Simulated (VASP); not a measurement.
# ZnS (P3m1) in VASP: single point with r2SCAN

Aim: the single point of ZnS with r2SCAN.

All numbers are computed with VASP 6.6.1; they aren't measurements. Logs are shortened: lines on timing, memory, paths and dates and some standing lists are left out, and cuts for length are marked.

## Step 1: The cell of the first run

The structure is trigonal, space group P3m1 (No. 156). Conventional cell: a = 3.771 Å, b = 3.771 Å, c = 24.662 Å, α = 90.00°, β = 90.00°, γ = 120.00°. Zn (site symmetry 3m) has 4 S at 2.31 Å within 3.1 Å. Within 3.1 Å of Zn (site symmetry 3m) lie 4 S at 2.31 Å. Within 3.1 Å of Zn (site symmetry 3m) lie 4 S at 2.31 Å. Within 3.1 Å of Zn (site symmetry 3m) lie 4 S at 2.31 Å. Zn (site symmetry 3m) has 4 S at 2.31 Å within 3.1 Å. Within 3.1 Å of Zn (site symmetry 3m) lie 4 S at 2.31 Å. Within 3.1 Å of Zn (site symmetry 3m) lie 4 S at 2.31 Å. Zn (site symmetry 3m) has 4 S at 2.31 Å within 3.1 Å.

## Step 2: Single point, r2SCAN (volume scaled by 0.97, then relaxed in part)

Input file POSCAR:

```
ZnS
1.0
    3.7709856692      0.0000000000      0.0000000000
   -1.8854928346      3.2657693868      0.0000000000
    0.0000000000      0.0000000000     24.6616263544
Zn S
8 8
Direct
    0.3333333333      0.6666666667      0.1251865175
    0.0000000000      0.0000000000      0.0003008438
    0.6666666667      0.3333333333      0.6248192927
    0.6666666667      0.3333333333      0.8752095079
    0.0000000000      0.0000000000      0.7499039343
    0.3333333333      0.6666666667      0.4999191375
    0.0000000000      0.0000000000      0.3750084810
    0.6666666667      0.3333333333      0.2500971024
    0.6666666667      0.3333333333      0.3437556985
    0.6666666667      0.3333333333      0.7184648793
    0.3333333333      0.6666666667      0.2188448055
    0.0000000000      0.0000000000      0.8437107530
    0.6666666667      0.3333333333      0.9690008191
    0.0000000000      0.0000000000      0.0939368564
    0.3333333333      0.6666666667      0.5935752519
    0.0000000000      0.0000000000      0.4686671191
```

Input file INCAR.step1:

```
PREC = Accurate
ENCUT = 520
ISMEAR = 0
SIGMA = 0.02
LREAL = Auto
LASPH = T
NELM = 100
NBANDS = 86
GGA = PE
ALGO = Normal
EDIFF = 1E-4
LWAVE = T
LCHARG = F
```

Input file INCAR.step2:

```
PREC = Accurate
ENCUT = 520
EDIFF = 1E-6
ISMEAR = 0
SIGMA = 0.02
LREAL = Auto
LASPH = T
NELM = 100
ALGO = Normal
ISIF = 2
LWAVE = F
LCHARG = F
METAGGA = R2SCAN
LMIXTAU = T
NBANDS = 86
ISTART = 1
```

Input file KPOINTS:

```
regular mesh
0
Gamma
  9 9 1
```

Potentials or basis: VASP PAW PBE potentials, release 64 (Zn, S).

Command:

```
$ cat potpaw_PBE.64/Zn/POTCAR potpaw_PBE.64/S/POTCAR > POTCAR
$ cp INCAR.step1 INCAR
$ mpirun -np 1 vasp_std > vasp.out
$ cp INCAR.step2 INCAR
$ mpirun -np 1 vasp_std > vasp.out
```

OUTCAR:

```text
PREC = Accurate
   ENCUT = 520
   EDIFF = 1E-6
   ISMEAR = 0
   LREAL = Auto
   LASPH = T
   NELM = 100
   ISIF = 2
   METAGGA = R2SCAN
   ISTART = 1

 ion  position               nearest neighbor table
   1  0.333  0.667  0.125-  14 2.31  14 2.31  14 2.31  11 2.31
   2  0.000  0.000  0.000-  14 2.31  13 2.31  13 2.31  13 2.31
   3  0.667  0.333  0.625-  10 2.31  15 2.31  15 2.31  15 2.31
   4  0.667  0.333  0.875-  12 2.31  12 2.31  12 2.31  13 2.31
   5  0.000  0.000  0.750-  10 2.31  10 2.31  10 2.31  12 2.31
   6  0.333  0.667  0.500-  16 2.31  16 2.31  16 2.31  15 2.31
[... 8 lines left out ...]
  15  0.333  0.667  0.594-   3 2.31   3 2.31   3 2.31   6 2.31
  16  0.000  0.000  0.469-   6 2.31   6 2.31   6 2.31   7 2.31

  LATTYP: Found a hexagonal cell.
 ALAT       =     3.7709856692
 C/A-ratio  =     6.5398356074

  Lattice vectors:

 A1 = (   3.7709856692,   0.0000000000,   0.0000000000)
 A2 = (  -1.8854928346,   3.2657693868,   0.0000000000)
 A3 = (   0.0000000000,   0.0000000000,  24.6616263544)

Analysis of symmetry for initial positions (statically):
=====================================================================
 Subroutine PRICEL returns:
 Original cell was already a primitive cell.

 Routine SETGRP: Setting up the symmetry group for a
 hexagonal supercell.

 Subroutine GETGRP returns: Found  6 space group operations
 (whereof  6 operations were pure point group operations)
 out of a pool of 24 trial point group operations.

The static configuration has the point symmetry C_3v.

Analysis of symmetry for dynamics (positions and initial velocities):
=====================================================================
 Subroutine PRICEL returns:
 Original cell was already a primitive cell.

 Routine SETGRP: Setting up the symmetry group for a
 hexagonal supercell.

 Subroutine GETGRP returns: Found  6 space group operations
 (whereof  6 operations were pure point group operations)
 out of a pool of 24 trial point group operations.

The dynamic configuration has the point symmetry C_3v.

 Subroutine INISYM returns: Found  6 space group operations
 (whereof  6 operations are pure point group operations),
 and found     1 'primitive' translations

----------------------------------------------------------------------------------------

                                     Primitive cell

  volume of cell :     303.7121

  direct lattice vectors                    reciprocal lattice vectors
     3.770985669  0.000000000  0.000000000     0.265182657  0.153103279  0.000000000
    -1.885492835  3.265769387  0.000000000     0.000000000  0.306206557  0.000000000
     0.000000000  0.000000000 24.661626354     0.000000000  0.000000000  0.040548826

  length of vectors
     3.770985669  3.770985669 24.661626354     0.306206557  0.306206557  0.040548826

  position of ions in fractional coordinates (direct lattice)
     0.333333333  0.666666667  0.125186517
     0.000000000  0.000000000  0.000300844
     0.666666667  0.333333333  0.624819293
     0.666666667  0.333333333  0.875209508
     0.000000000  0.000000000  0.749903934
     0.333333333  0.666666667  0.499919138
[... 8 lines left out ...]
     0.333333333  0.666666667  0.593575252
     0.000000000  0.000000000  0.468667119

  ion indices of the primitive-cell ions
   primitive index   ion index
                 1           1
                 2           2
                 3           3
                 4           4
                 5           5
                 6           6
[... 8 lines left out ...]
                15          15
                16          16

----------------------------------------------------------------------------------------

 KPOINTS: regular mesh

Automatic generation of k-mesh.
 Grid dimensions read from file:
 generate k-points for:    9    9    1

 Generating k-lattice:

  Cartesian coordinates                     Fractional coordinates (reciprocal lattice)
     0.029464740  0.017011475  0.000000000     0.111111111  0.000000000  0.000000000
     0.000000000  0.034022951  0.000000000     0.000000000  0.111111111  0.000000000
     0.000000000  0.000000000  0.040548826     0.000000000  0.000000000  1.000000000

  Length of vectors
     0.034022951  0.034022951  0.040548826

  Shift w.r.t. Gamma in fractional coordinates (k-lattice)
     0.000000000  0.000000000  0.000000000

 Subroutine IBZKPT returns following result:
 ===========================================

 Found     12 irreducible k-points:

 Following reciprocal coordinates:
            Coordinates               Weight
  0.000000  0.000000  0.000000      1.000000
  0.111111  0.000000  0.000000      6.000000
  0.222222 -0.000000  0.000000      6.000000
  0.333333  0.000000  0.000000      6.000000
  0.444444 -0.000000  0.000000      6.000000
  0.111111  0.111111  0.000000      6.000000
  0.222222  0.111111  0.000000     12.000000
  0.333333  0.111111  0.000000     12.000000
  0.444444  0.111111  0.000000      6.000000
  0.222222  0.222222  0.000000      6.000000
  0.333333  0.222222  0.000000     12.000000
  0.333333  0.333333  0.000000      2.000000
   k-points           NKPTS =     12   k-points in BZ     NKDIM =     12   number of bands    NBANDS=     86
   number of dos      NEDOS =    301   number of ions     NIONS =     16
   total plane-waves  NPLWV = 150528
   dimension x,y,z NGX =    28 NGY =   28 NGZ =  192
   dimension x,y,z NGXF=    56 NGYF=   56 NGZF=  384
   ions per type =               8   8
   NGX,Y,Z   is equivalent  to a cutoff of  12.34, 12.34, 12.94 a.u.
   NGXF,Y,Z  is equivalent  to a cutoff of  24.69, 24.69, 25.89 a.u.
 SYSTEM =  unknown system
   PREC   = accura    normal or accurate (medium, high low for compatibility)
   ISTART =      1    job   : 0-new  1-cont  2-samecut
   ICHARG =      0    charge: 1-file 2-atom 10-const
   ISPIN  =      1    spin polarized calculation?
   LNONCOLLINEAR =      F non collinear calculations
   LSORBIT =      F    spin-orbit coupling
   LASPH  =      T    aspherical Exc in radial PAW
   ENCUT  =  520.0 eV  38.22 Ry    6.18 a.u.   7.01  7.01 45.85*2*pi/ulx,y,z
   NELM   =    100;   NELMIN=  2; NELMDL=  0     # of ELM steps
   EDIFF  = 0.1E-05   stopping-criterion for ELM
   LREAL  =      T    real-space projection
   EDIFFG = 0.1E-04   stopping-criterion for IOM
   NSW    =      0    number of steps for IOM
   IBRION =     -1    ionic relax: 0-MD 1-quasi-New 2-CG
   NFREE  =      0    steps in history (QN), initial steepest desc. (CG)
   ISIF   =      2    stress and relaxation
   ISYM   =      2    0-nonsym 1-usesym 2-fastsym
   POTIM  = 0.5000    time-step for ionic-motion
   TEBEG  =    0.0;   TEEND  =   0.0 temperature during run
   PSTRESS=    0.0 pullay stress
   NELECT =     144.0000    total number of electrons
   NUPDOWN=      -1.0000    fix difference up-down
   EMIN   =  10.00;   EMAX   =-10.00  energy-range for DOS
   EFERMI =   0.00;   METHOD = LEGACY
   ISMEAR =     0;   SIGMA  =   0.02  broadening in eV -4-tet -1-fermi 0-gaus
   EFERMI_NEDOS =   21; number of points for ismear=-14 and -15
   IALGO  =     38    algorithm
   IMIX   =      4    mixing-type and parameters
     AMIX     =   0.40;   BMIX     =  1.00
     AMIX_MAG =   1.60;   BMIX_MAG =  1.00
  volume/ion in A,a.u.               =      18.98       128.10
  Fermi-wavevector in a.u.,A,eV,Ry     =   1.276561  2.412351 22.172168  1.629608
  Thomas-Fermi vector in A             =   2.409210
   LORBIT       =      0    0 simple, 1 ext, 2 COOP (PROOUT), +10 PAW based schemes
   METAGGA = R2SCAN    functional components
   LHFCALC =     F    Hartree Fock is set to
   AEXX    =    0.0000 exact exchange contribution
   IVDW    =     0    specifies the selected vdW correction
   LEPSILON=     F    determine dielectric tensor
   LRPA    =     F    only Hartree local field effects (RPA)
 non-spin polarized calculation
 Gauss-broadening in eV      SIGMA  =   0.02
  energy-cutoff  :      520.00
  volume of cell :      303.71
 maximum number of plane-waves:      8205
 NGX is ok and might be reduce to    28
   NGX = 13   NGY = 13   NGZ = 91

 number of electron     143.9999953 magnetization

 Free energy of the ion-electron system (eV)
  ---------------------------------------------------
  ext. energy  EPLUGINS =         0.00000000
  ---------------------------------------------------
  free energy    TOTEN  =      -150.85602137 eV

  energy without entropy =     -150.85602137  energy(sigma->0) =     -150.85602137

 E-fermi :   2.3120     XC(G=0): -10.4788

 val. band max:        2.2069348811   @ k =   0.0000   0.0000   0.0000
 cond. band min:       5.0819910907   @ k =   0.0000   0.0000   0.0000
 fundamental gap:      2.8750562096
 Fermi energy:         2.3119882899

 k-point     1 :       0.0000    0.0000    0.0000
  band No.  band energies     occupation
      1     -11.7622      2.00000
      2     -11.6366      2.00000
      3     -11.6311      2.00000
      4     -11.2993      2.00000
      5     -11.2991      2.00000
      6     -10.9207      2.00000
[... 76 lines left out ...]
     83       9.0229      0.00000
     84       9.0230      0.00000

 k-point     2 :       0.1111    0.0000    0.0000
  band No.  band energies     occupation
      1     -11.6716      2.00000
      2     -11.5500      2.00000
      3     -11.5445      2.00000
      4     -11.2252      2.00000
      5     -11.2231      2.00000
      6     -10.8617      2.00000
[... 859 lines left out ...]
     83       8.5580      0.00000
     84       8.6982      0.00000

 k-point    12 :       0.3333    0.3333    0.0000
  band No.  band energies     occupation
      1     -10.4914      2.00000
      2     -10.4913      2.00000
      3     -10.4888      2.00000
      4     -10.4866      2.00000
      5     -10.4848      2.00000
      6     -10.4843      2.00000
[... 76 lines left out ...]
     83       8.8695      0.00000
     84       9.1597      0.00000
 [bands above 84 left out]

------------------------ aborting loop because EDIFF is reached ----------------------------------------

  FORCE on cell =-STRESS in cart. coord.  units (eV):
  Direction    XX          YY          ZZ          XY          YZ          ZX
  --------------------------------------------------------------------------------------
  -------------------------------------------------------------------------------------
  Total        4.8995704      4.8995704      4.9462475      0.0000000      0.0000000      0.0000000
  in kB       25.8467820     25.8467820     26.0930182      0.0000000      0.0000000      0.0000000
  external PRESSURE =      25.9288607 kB  Pullay stress =       0.0000000 kB

 VOLUME and BASIS-vectors are now :
 -----------------------------------------------------------------------------
  energy-cutoff  :      520.00
  volume of cell :      303.71
      direct lattice vectors                 reciprocal lattice vectors
     3.770985669  0.000000000  0.000000000     0.265182657  0.153103279  0.000000000
    -1.885492835  3.265769387  0.000000000     0.000000000  0.306206557  0.000000000
     0.000000000  0.000000000 24.661626354     0.000000000  0.000000000  0.040548826

 POSITION                                       TOTAL-FORCE (eV/Angst)
 -----------------------------------------------------------------------------------
     -0.00000      2.17718      3.08730         0.000000      0.000000     -0.009134
      0.00000      0.00000      0.00742        -0.000000      0.000000      0.026078
      1.88549      1.08859     15.40906        -0.000000     -0.000000      0.000868
      1.88549      1.08859     21.58409        -0.000000      0.000000     -0.003864
      0.00000      0.00000     18.49385         0.000000      0.000000      0.008414
     -0.00000      2.17718     12.32882        -0.000000      0.000000     -0.008824
[... 8 lines left out ...]
     -0.00000      2.17718     14.63853         0.000000      0.000000     -0.003453
      0.00000      0.00000     11.55809         0.000000      0.000000     -0.005508
 -----------------------------------------------------------------------------------
    total drift:                               -0.000128      0.000068      0.082485

  FREE ENERGIE OF THE ION-ELECTRON SYSTEM (eV)
  ---------------------------------------------------
  free  energy   TOTEN  =      -150.8560213696 eV

  energy  without entropy=     -150.8560213696  energy(sigma->0) =     -150.85602137
```

Wall time 22 min (1 thread of Intel Xeon 6975P-C (Granite Rapids), shared host); peak memory 0.52 GiB.

What came out:

* Free energy: -150.8560 eV
* Pressure: 2.6 GPa
* Largest force: 0.026 eV/Å
* Band gap on the k mesh: 2.88 eV, direct

Forces on the atoms (eV/Å):
```
Zn   0.000  0.000 -0.009
Zn   0.000  0.000  0.026
Zn   0.000  0.000  0.001
Zn   0.000  0.000 -0.004
Zn   0.000  0.000  0.008
Zn   0.000  0.000 -0.009
Zn   0.000  0.000  0.013
Zn   0.000  0.000  0.010
S    0.000  0.000 -0.002
S    0.000  0.000 -0.009
S    0.000  0.000  0.000
S    0.000  0.000 -0.011
S    0.000  0.000 -0.002
S    0.000  0.000 -0.004
S    0.000  0.000 -0.003
S    0.000  0.000 -0.006
```

Caveat: the PAW data sets were made with another functional, which shifts forces and pressure a little.
